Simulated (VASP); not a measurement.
Wanted: the native input for a VASP 6.6.1 run.

```
Task                   : single point
Functional             : PBE
Potentials or basis    : VASP PAW PBE potentials, release 64 (B, N)
Cutoff                 : 600 eV
k mesh                 : 13 × 13 × 5
Occupations            : fermi-dirac, width 0.01 eV
Spin                   : no spin polarisation
Dipole correction      : no
Further INCAR settings : ALGO = Normal; EDIFF = 1e-06; NBANDS = 16
```

The structure of BN lies in POSCAR:

```
BN
1.0
    2.4883437615      0.0000000000      0.0000000000
   -1.2441718807      2.1549689108      0.0000000000
    0.0000000000      0.0000000000      6.4954828762
B N
2 2
Direct
    0.3335905386      0.6664094610      0.2500000001
    0.6664094610      0.3335905386      0.7500000004
    0.3342207764      0.6657792232      0.7500000004
    0.6657792232      0.3342207764      0.2500000001
```

One way to write it, as run:

INCAR

```
SYSTEM = BN
PREC = Accurate ; ENCUT = 600
EDIFF = 1E-6 ; ISMEAR = -1
SIGMA = 0.01 ; LREAL = .FALSE.
LASPH = .TRUE. ; NELM = 120
ALGO = Normal ; ISIF = 2
LWAVE = .FALSE. ; LCHARG = .TRUE.
GGA = PE ; LELF = .TRUE.
LVHAR = .TRUE. ; NBANDS = 16
GGA_COMPAT = .FALSE.
```

KPOINTS

```
Automatic mesh
0
G
  13 13 5
  0 0 0
```

Potentials or basis: VASP PAW PBE potentials, release 64 (B, N).

Run with:

```bash
$ cat potpaw_PBE.64/B/POTCAR potpaw_PBE.64/N/POTCAR > POTCAR
$ mpirun -np 1 vasp_std > vasp.out
```

Results of the run:

* Pressure: 8.4 GPa
* Largest force: 0.217 eV/Å
* Band gap on the k mesh: 4.27 eV (least direct gap 4.65 eV)

Caveat: the cell stands under pressure; an odd mesh through Γ misses points on the zone boundary, where band edges can lie; this functional lacks dispersion, which binds the layers, so the pressure and a relaxed spacing across them are unreliable.

It took 38 s on 1 thread of Intel(R) Xeon(R) 6975P-C (Granite Rapids) (shared host), peak memory 0.2 GiB.
